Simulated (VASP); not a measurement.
Input of a VASP 6.6.1 run:

File INCAR:

```
SYSTEM = C
PREC = Accurate
ENCUT = 520
EDIFF = 1E-6
ISMEAR = -1
SIGMA = 0.06
LREAL = .False.
LASPH = .True.
NELM = 60
ALGO = Normal
ISIF = 2
LWAVE = .False.
LCHARG = .False.
GGA = PE
NBANDS = 11
```

The input KPOINTS:

```
Automatic mesh
0
Gamma
  9 9 9
  0 0 0
```

Contents of POSCAR:

```
C
1.0
    0.0000000000      1.7833700000      1.7833700000
    1.7833700000      0.0000000000      1.7833700000
    1.7833700000      1.7833700000      0.0000000000
C
2
Direct
    0.7500000000      0.7500000000      0.7500000000
    0.5000000000      0.5000000000      0.5000000000
```

Potentials or basis: VASP PAW PBE potentials, release 64 (C).

Run with:

```bash
$ cat potpaw_PBE.64/C/POTCAR > POTCAR
$ mpirun -np 1 vasp_std > vasp.out
```

(1) Estimate the band gap on the k mesh.

(2) What does it give for the pressure?

## Answers

(1) 4.15 eV, indirect (least direct gap 5.59 eV).

(2) 2.5 GPa.
